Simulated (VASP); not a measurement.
# SiW (rocksalt type) (Fm-3m) in VASP: further runs

Runs on SiW (rocksalt type). Level: PBE. Tasks: electric field gradients.

Everything below comes from runs of VASP 6.6.1. Logs are shortened: lines on timing, memory, paths and dates and some standing lists are left out, and cuts for length are marked.

### 1 The cell of the first run

Symmetry: Fm-3m, No. 225, cubic system. The conventional cell has a = 5.026 Å, b = 5.026 Å, c = 5.026 Å, α = 90.00°, β = 90.00°, γ = 90.00°. W (site symmetry m-3m) has 6 Si at 2.51 Å within 3.3 Å. Si (site symmetry m-3m) has 6 W at 2.51 Å within 3.3 Å.

### 2 Electric field gradients, PBE

The input, INCAR:

```
PREC     = Accurate       # precision mode
ENCUT    = 520            # plane-wave cutoff, eV
EDIFF    = 1E-8           # SCF threshold, eV
ISMEAR   = -1             # smearing method
SIGMA    = 0.05           # smearing width, eV
LREAL    = F              # projectors in reciprocal space
LASPH    = T              # aspherical terms in the spheres
NELM     = 60             # most SCF steps
ALGO     = Normal         # electronic algorithm
ISIF     = 2              # what is computed and relaxed
LWAVE    = F              # write WAVECAR
LCHARG   = F              # write CHGCAR
GGA      = PE             # functional
LEFG     = T            
NBANDS   = 16             # bands
```

The input, KPOINTS:

```
regular mesh
0
Gamma
  4 4 4
```

The input, POSCAR:

```
SiW
1.0
    0.0000000000      2.5128451315      2.5128451315
    2.5128451315      0.0000000000      2.5128451315
    2.5128451315      2.5128451315      0.0000000000
W Si
1 1
Direct
    0.0000000000      0.0000000000      0.0000000000
    0.5000000000      0.5000000000      0.5000000000
```

Potentials or basis: VASP PAW PBE potentials, release 64 (W_sv, Si).

Run with:

```
$ cat potpaw_PBE.64/W_sv/POTCAR potpaw_PBE.64/Si/POTCAR > POTCAR
$ mpirun -np 1 vasp_std > vasp.out
```

OUTCAR:

```text
PREC = Accurate
   ENCUT = 520
   EDIFF = 1E-8
   ISMEAR = -1
   LREAL = F
   LASPH = T
   NELM = 60
   ISIF = 2
   GGA = PE

 ion  position               nearest neighbor table
   1  0.000  0.000  0.000-   2 2.51   2 2.51   2 2.51   2 2.51   2 2.51   2 2.51
   2  0.500  0.500  0.500-   1 2.51   1 2.51   1 2.51   1 2.51   1 2.51   1 2.51

  LATTYP: Found a face centered cubic cell.
 ALAT       =     5.0256902630

  Lattice vectors:

 A1 = (   0.0000000000,   2.5128451315,   2.5128451315)
 A2 = (   2.5128451315,   0.0000000000,   2.5128451315)
 A3 = (   2.5128451315,   2.5128451315,   0.0000000000)

Analysis of symmetry for initial positions (statically):
=====================================================================
 Subroutine PRICEL returns:
 Original cell was already a primitive cell.

 Routine SETGRP: Setting up the symmetry group for a
 face centered cubic supercell.

 Subroutine GETGRP returns: Found 48 space group operations
 (whereof 48 operations were pure point group operations)
 out of a pool of 48 trial point group operations.

The static configuration has the point symmetry O_h .

Analysis of symmetry for dynamics (positions and initial velocities):
=====================================================================
 Subroutine PRICEL returns:
 Original cell was already a primitive cell.

 Routine SETGRP: Setting up the symmetry group for a
 face centered cubic supercell.

 Subroutine GETGRP returns: Found 48 space group operations
 (whereof 48 operations were pure point group operations)
 out of a pool of 48 trial point group operations.

The dynamic configuration has the point symmetry O_h .

 Subroutine INISYM returns: Found 48 space group operations
 (whereof 48 operations are pure point group operations),
 and found     1 'primitive' translations

----------------------------------------------------------------------------------------

                                     Primitive cell

  volume of cell :      31.7342

  direct lattice vectors                    reciprocal lattice vectors
     0.000000000  2.512845132  2.512845132    -0.198977642  0.198977642  0.198977642
     2.512845132  0.000000000  2.512845132     0.198977642 -0.198977642  0.198977642
     2.512845132  2.512845132  0.000000000     0.198977642  0.198977642 -0.198977642

  length of vectors
     3.553699665  3.553699665  3.553699665     0.344639386  0.344639386  0.344639386

  position of ions in fractional coordinates (direct lattice)
     0.000000000  0.000000000  0.000000000
     0.500000000  0.500000000  0.500000000

  ion indices of the primitive-cell ions
   primitive index   ion index
                 1           1
                 2           2

----------------------------------------------------------------------------------------

 KPOINTS: regular mesh

Automatic generation of k-mesh.
 Grid dimensions read from file:
 generate k-points for:    4    4    4

 Generating k-lattice:

  Cartesian coordinates                     Fractional coordinates (reciprocal lattice)
    -0.049744411  0.049744411  0.049744411     0.250000000  0.000000000  0.000000000
     0.049744411 -0.049744411  0.049744411     0.000000000  0.250000000  0.000000000
     0.049744411  0.049744411 -0.049744411     0.000000000  0.000000000  0.250000000

  Length of vectors
     0.086159847  0.086159847  0.086159847

  Shift w.r.t. Gamma in fractional coordinates (k-lattice)
     0.000000000  0.000000000  0.000000000

 Subroutine IBZKPT returns following result:
 ===========================================

 Found      8 irreducible k-points:

 Following reciprocal coordinates:
            Coordinates               Weight
  0.000000  0.000000  0.000000      1.000000
  0.250000  0.000000  0.000000      8.000000
  0.500000  0.000000  0.000000      4.000000
  0.250000  0.250000  0.000000      6.000000
  0.500000  0.250000  0.000000     24.000000
 -0.250000  0.250000  0.000000     12.000000
  0.500000  0.500000  0.000000      3.000000
 -0.250000  0.500000  0.250000      6.000000
   k-points           NKPTS =      8   k-points in BZ     NKDIM =      8   number of bands    NBANDS=     16
   number of dos      NEDOS =    301   number of ions     NIONS =      2
   total plane-waves  NPLWV =  21952
   dimension x,y,z NGX =    28 NGY =   28 NGZ =   28
   dimension x,y,z NGXF=    56 NGYF=   56 NGZF=   56
   ions per type =               1   1
   NGX,Y,Z   is equivalent  to a cutoff of  13.10, 13.10, 13.10 a.u.
   NGXF,Y,Z  is equivalent  to a cutoff of  26.20, 26.20, 26.20 a.u.
 SYSTEM =  unknown system
   PREC   = accura    normal or accurate (medium, high low for compatibility)
   ISTART =      0    job   : 0-new  1-cont  2-samecut
   ICHARG =      2    charge: 1-file 2-atom 10-const
   ISPIN  =      1    spin polarized calculation?
   LNONCOLLINEAR =      F non collinear calculations
   LSORBIT =      F    spin-orbit coupling
   LASPH  =      T    aspherical Exc in radial PAW
   ENCUT  =  520.0 eV  38.22 Ry    6.18 a.u.   6.61  6.61  6.61*2*pi/ulx,y,z
   NELM   =     60;   NELMIN=  2; NELMDL= -5     # of ELM steps
   EDIFF  = 0.1E-07   stopping-criterion for ELM
   LREAL  =      F    real-space projection
   EDIFFG = 0.1E-06   stopping-criterion for IOM
   NSW    =      0    number of steps for IOM
   IBRION =     -1    ionic relax: 0-MD 1-quasi-New 2-CG
   NFREE  =      0    steps in history (QN), initial steepest desc. (CG)
   ISIF   =      2    stress and relaxation
   ISYM   =      2    0-nonsym 1-usesym 2-fastsym
   POTIM  = 0.5000    time-step for ionic-motion
   TEBEG  =    0.0;   TEEND  =   0.0 temperature during run
   PSTRESS=    0.0 pullay stress
   NELECT =      18.0000    total number of electrons
   NUPDOWN=      -1.0000    fix difference up-down
   EMIN   =  10.00;   EMAX   =-10.00  energy-range for DOS
   EFERMI =   0.00;   METHOD = LEGACY
   ISMEAR =    -1;   SIGMA  =   0.05  broadening in eV -4-tet -1-fermi 0-gaus
   EFERMI_NEDOS =   21; number of points for ismear=-14 and -15
   IALGO  =     38    algorithm
   IMIX   =      4    mixing-type and parameters
     AMIX     =   0.40;   BMIX     =  1.00
     AMIX_MAG =   1.60;   BMIX_MAG =  1.00
  volume/ion in A,a.u.               =      15.87       107.08
  Fermi-wavevector in a.u.,A,eV,Ry     =   1.355158  2.560877 24.986464  1.836453
  Thomas-Fermi vector in A             =   2.482269
   LORBIT       =      0    0 simple, 1 ext, 2 COOP (PROOUT), +10 PAW based schemes
   GGA     = PE    functional components
   LHFCALC =     F    Hartree Fock is set to
   AEXX    =    0.0000 exact exchange contribution
   IVDW    =     0    specifies the selected vdW correction
   LEPSILON=     F    determine dielectric tensor
   LRPA    =     F    only Hartree local field effects (RPA)
 non-spin polarized calculation
  energy-cutoff  :      520.00
  volume of cell :       31.73
 maximum number of plane-waves:       876
 NGX is ok and might be reduce to    28
   NGX = 13   NGY = 13   NGZ = 13

 number of electron      17.9999999 magnetization

 Free energy of the ion-electron system (eV)
  ---------------------------------------------------
  ext. energy  EPLUGINS =         0.00000000
  ---------------------------------------------------
  free energy    TOTEN  =       -17.30149460 eV

  energy without entropy =      -17.27961458  energy(sigma->0) =      -17.29055459

 E-fermi :   9.7375     XC(G=0): -12.1508

 val. band max:        9.7222707228   @ k =   0.5000   0.5000   0.0000
 cond. band min:       9.7499350003   @ k =   0.5000   0.5000   0.0000
 fundamental gap:      0.0276642775
 Fermi energy:         9.7374772761

 k-point     1 :       0.0000    0.0000    0.0000
  band No.  band energies     occupation
      1     -64.3520      2.00000
      2     -28.5379      2.00000
      3     -28.5379      2.00000
      4     -28.5379      2.00000
      5      -1.9733      2.00000
      6       8.0368      2.00000
[... 8 lines left out ...]
     15      19.6672      0.00000
     16      24.1922      0.00000
[... 115 lines left out ...]
 k-point     8 :      -0.2500    0.5000    0.2500
  band No.  band energies     occupation
      1     -64.3455      2.00000
      2     -28.6248      2.00000
      3     -28.6248      2.00000
      4     -28.5908      2.00000
      5       1.7149      2.00000
      6       5.7227      2.00000
[... 8 lines left out ...]
     15      20.5609      0.00000
     16      21.4030      0.00000

------------------------ aborting loop because EDIFF is reached ----------------------------------------

  FORCE on cell =-STRESS in cart. coord.  units (eV):
  Direction    XX          YY          ZZ          XY          YZ          ZX
  --------------------------------------------------------------------------------------
  -------------------------------------------------------------------------------------
  Total       -0.1542358     -0.1542358     -0.1542358     -0.0000000      0.0000000      0.0000000
  in kB       -7.7869739     -7.7869739     -7.7869739     -0.0000000      0.0000000      0.0000000
  external PRESSURE =      -7.7869739 kB  Pullay stress =       0.0000000 kB

 VOLUME and BASIS-vectors are now :
 -----------------------------------------------------------------------------
  energy-cutoff  :      520.00
  volume of cell :       31.73
      direct lattice vectors                 reciprocal lattice vectors
     0.000000000  2.512845132  2.512845132    -0.198977642  0.198977642  0.198977642
     2.512845132  0.000000000  2.512845132     0.198977642 -0.198977642  0.198977642
     2.512845132  2.512845132  0.000000000     0.198977642  0.198977642 -0.198977642

 POSITION                                       TOTAL-FORCE (eV/Angst)
 -----------------------------------------------------------------------------------
      0.00000      0.00000      0.00000        -0.000000      0.000000      0.000000
      2.51285      2.51285      2.51285         0.000000      0.000000     -0.000000
 -----------------------------------------------------------------------------------
    total drift:                               -0.000000      0.000000      0.000000

  FREE ENERGIE OF THE ION-ELECTRON SYSTEM (eV)
  ---------------------------------------------------
  free  energy   TOTEN  =       -17.3014946020 eV

  energy  without entropy=      -17.2796145833  energy(sigma->0) =      -17.29055459

 Electric field gradients (V/A^2)
---------------------------------------------------------------------
 ion       V_xx      V_yy      V_zz      V_xy      V_xz      V_yz
---------------------------------------------------------------------
   1      -0.000     0.000     0.000     0.001     0.001     0.001
   2      -0.000     0.000     0.000     0.000     0.000     0.000
---------------------------------------------------------------------

 Electric field gradients after diagonalization (V/A^2)
 (convention: |V_zz| > |V_xx| > |V_yy|)
----------------------------------------------------------------------
 ion       V_xx      V_yy      V_zz     asymmetry (V_yy - V_xx)/ V_zz
----------------------------------------------------------------------
   1      -0.001    -0.001     0.001       0.000
   2      -0.000    -0.000     0.000       0.000
----------------------------------------------------------------------

           NMR quadrupolar parameters

 Cq : quadrupolar parameter    Cq=e*Q*V_zz/h
 eta: asymmetry parameters     (V_yy - V_xx)/ V_zz
 Q  : nuclear electric quadrupole moment in mb (millibarn)
----------------------------------------------------------------------
 ion       Cq(MHz)       eta       Q (mb)
----------------------------------------------------------------------
   1       0.000       0.000       1.000
   2       0.000       0.000       1.000
----------------------------------------------------------------------
```

It took 7.2 s on 1 thread of Intel Xeon 8259CL, shared host; peak memory 0.15 GiB.

What came out:

* Free energy: -17.3015 eV
* Pressure: -0.8 GPa
* Band gap on the k mesh: zero (bands 9 and 10 overlap by 2.18 eV)
* Largest electric field gradient by atom: zero within the noise of the run

Caveat: the k points lie up to 0.54 Å⁻¹ apart, too coarse for converged energies and pressures of a metal; spin-orbit coupling is left out, which moves the levels of the heavy elements.

### 3 Electric field gradients, PBE

The input, INCAR:

```
PREC = Accurate
ENCUT = 520
EDIFF = 1E-8
ISMEAR = -1
SIGMA = 0.05
LREAL = False
LASPH = True
NELM = 100
ALGO = Normal
ISIF = 2
LWAVE = False
LCHARG = False
GGA = PE
LEFG = True
NBANDS = 16
```

The input, KPOINTS:

```
regular mesh
0
Gamma
  7 7 7
```

POSCAR is that of step 2.

Potentials or basis: VASP PAW PBE potentials, release 64 (W_sv, Si).

Run with:

```
$ cat potpaw_PBE.64/W_sv/POTCAR potpaw_PBE.64/Si/POTCAR > POTCAR
$ mpirun -np 1 vasp_std > vasp.out
```

OUTCAR:

```text
PREC = Accurate
   ENCUT = 520
   EDIFF = 1E-8
   ISMEAR = -1
   LREAL = False
   LASPH = True
   NELM = 100
   ISIF = 2
   GGA = PE

 ion  position               nearest neighbor table
   1  0.000  0.000  0.000-   2 2.51   2 2.51   2 2.51   2 2.51   2 2.51   2 2.51
   2  0.500  0.500  0.500-   1 2.51   1 2.51   1 2.51   1 2.51   1 2.51   1 2.51

  LATTYP: Found a face centered cubic cell.
 ALAT       =     5.0256902630

  Lattice vectors:

 A1 = (   0.0000000000,   2.5128451315,   2.5128451315)
 A2 = (   2.5128451315,   0.0000000000,   2.5128451315)
 A3 = (   2.5128451315,   2.5128451315,   0.0000000000)

Analysis of symmetry for initial positions (statically):
=====================================================================
 Subroutine PRICEL returns:
 Original cell was already a primitive cell.

 Routine SETGRP: Setting up the symmetry group for a
 face centered cubic supercell.

 Subroutine GETGRP returns: Found 48 space group operations
 (whereof 48 operations were pure point group operations)
 out of a pool of 48 trial point group operations.

The static configuration has the point symmetry O_h .

Analysis of symmetry for dynamics (positions and initial velocities):
=====================================================================
 Subroutine PRICEL returns:
 Original cell was already a primitive cell.

 Routine SETGRP: Setting up the symmetry group for a
 face centered cubic supercell.

 Subroutine GETGRP returns: Found 48 space group operations
 (whereof 48 operations were pure point group operations)
 out of a pool of 48 trial point group operations.
[... 152 lines left out ...]
      1     -64.3275      2.00000
      2     -28.5156      2.00000
      3     -28.5156      2.00000
      4     -28.5156      2.00000
      5      -1.9772      2.00000
      6       8.0466      2.00000
[... 357 lines left out ...]
      3     -28.6013      2.00000
      4     -28.5609      2.00000
      5       1.7332      2.00000
      6       5.0485      2.00000
[... 8 lines left out ...]
     15      20.5538      0.00000
     16      21.0566      0.00000

------------------------ aborting loop because EDIFF is reached ----------------------------------------

  FORCE on cell =-STRESS in cart. coord.  units (eV):
  Direction    XX          YY          ZZ          XY          YZ          ZX
  --------------------------------------------------------------------------------------
  -------------------------------------------------------------------------------------
  Total       -0.0006385     -0.0006385     -0.0006385     -0.0000000      0.0000000     -0.0000000
  in kB       -0.0322364     -0.0322364     -0.0322364     -0.0000000      0.0000000     -0.0000000
  external PRESSURE =      -0.0322364 kB  Pullay stress =       0.0000000 kB

 VOLUME and BASIS-vectors are now :
 -----------------------------------------------------------------------------
  energy-cutoff  :      520.00
  volume of cell :       31.73
      direct lattice vectors                 reciprocal lattice vectors
     0.000000000  2.512845132  2.512845132    -0.198977642  0.198977642  0.198977642
     2.512845132  0.000000000  2.512845132     0.198977642 -0.198977642  0.198977642
     2.512845132  2.512845132  0.000000000     0.198977642  0.198977642 -0.198977642

 POSITION                                       TOTAL-FORCE (eV/Angst)
 -----------------------------------------------------------------------------------
      0.00000      0.00000      0.00000         0.000000      0.000000     -0.000000
      2.51285      2.51285      2.51285        -0.000000     -0.000000      0.000000
 -----------------------------------------------------------------------------------
    total drift:                               -0.000000      0.000000      0.000000

  FREE ENERGIE OF THE ION-ELECTRON SYSTEM (eV)
  ---------------------------------------------------
  free  energy   TOTEN  =       -17.2433167844 eV

  energy  without entropy=      -17.2254339190  energy(sigma->0) =      -17.23437535

 Electric field gradients (V/A^2)
---------------------------------------------------------------------
 ion       V_xx      V_yy      V_zz      V_xy      V_xz      V_yz
---------------------------------------------------------------------
   1      -0.000    -0.000     0.000     0.001     0.001     0.001
   2       0.000     0.000     0.000     0.000     0.000     0.000
---------------------------------------------------------------------

 Electric field gradients after diagonalization (V/A^2)
 (convention: |V_zz| > |V_xx| > |V_yy|)
----------------------------------------------------------------------
 ion       V_xx      V_yy      V_zz     asymmetry (V_yy - V_xx)/ V_zz
----------------------------------------------------------------------
   1      -0.001    -0.001     0.001       0.000
   2      -0.000    -0.000     0.000       0.000
----------------------------------------------------------------------

           NMR quadrupolar parameters

 Cq : quadrupolar parameter    Cq=e*Q*V_zz/h
 eta: asymmetry parameters     (V_yy - V_xx)/ V_zz
 Q  : nuclear electric quadrupole moment in mb (millibarn)
----------------------------------------------------------------------
 ion       Cq(MHz)       eta       Q (mb)
----------------------------------------------------------------------
   1       0.000       0.000       1.000
   2       0.000       0.000       1.000
----------------------------------------------------------------------
```

OSZICAR:

```text
N       E                     dE             d eps       ncg     rms          rms(c)
DAV:   1     0.111170730372E+03    0.11117E+03   -0.91246E+03   640   0.117E+03
DAV:   2    -0.158383011236E+02   -0.12701E+03   -0.12288E+03   800   0.313E+02
DAV:   3    -0.184562301235E+02   -0.26179E+01   -0.26084E+01   736   0.424E+01
DAV:   4    -0.184740995892E+02   -0.17869E-01   -0.17869E-01   832   0.404E+00
DAV:   5    -0.184743571407E+02   -0.25755E-03   -0.25755E-03   728   0.458E-01    0.203E+01
DAV:   6    -0.172665543652E+02    0.12078E+01   -0.33023E+00   736   0.146E+01    0.525E+00
DAV:   7    -0.172518982193E+02    0.14656E-01   -0.71962E-02   680   0.196E+00    0.284E+00
DAV:   8    -0.172435026970E+02    0.83955E-02   -0.10054E-02   712   0.741E-01    0.464E-01
DAV:   9    -0.172432981165E+02    0.20458E-03   -0.49306E-04   800   0.159E-01    0.138E-01
DAV:  10    -0.172433211308E+02   -0.23014E-04   -0.45076E-05   696   0.654E-02    0.183E-02
DAV:  11    -0.172433174150E+02    0.37158E-05   -0.70139E-06   784   0.243E-02    0.259E-03
DAV:  12    -0.172433168968E+02    0.51825E-06   -0.24311E-07   736   0.365E-03    0.116E-03
DAV:  13    -0.172433167671E+02    0.12966E-06   -0.91061E-09   616   0.982E-04    0.849E-04
DAV:  14    -0.172433167923E+02   -0.25183E-07   -0.15986E-09   376   0.312E-04    0.116E-04
DAV:  15    -0.172433167844E+02    0.79103E-08   -0.25878E-10   368   0.143E-04
   1 F= -.17243317E+02 E0= -.17234375E+02  d E =-.178829E-01
```

Run time: 13 s. Hardware: 1 thread of Intel Xeon 8259CL, shared host; peak memory 0.16 GiB.

What came out:

* Free energy: -17.2433 eV
* Pressure: 0.0 GPa
* Band gap on the k mesh: zero (bands 9 and 10 overlap by 2.08 eV)
* Largest electric field gradient by atom: zero within the noise of the run

Levels at points of the mesh, in eV from the Fermi level:
```csv
k point,band 7,band 8,band 9,band 10,band 11,band 12
"(0.00, 0.00, 0.00)",-2.02,-2.02,-1.47,-1.47,2.47,2.47
```

Caveat: spin-orbit coupling is left out, which moves the levels of the heavy elements.

[end of part 1 of 2]
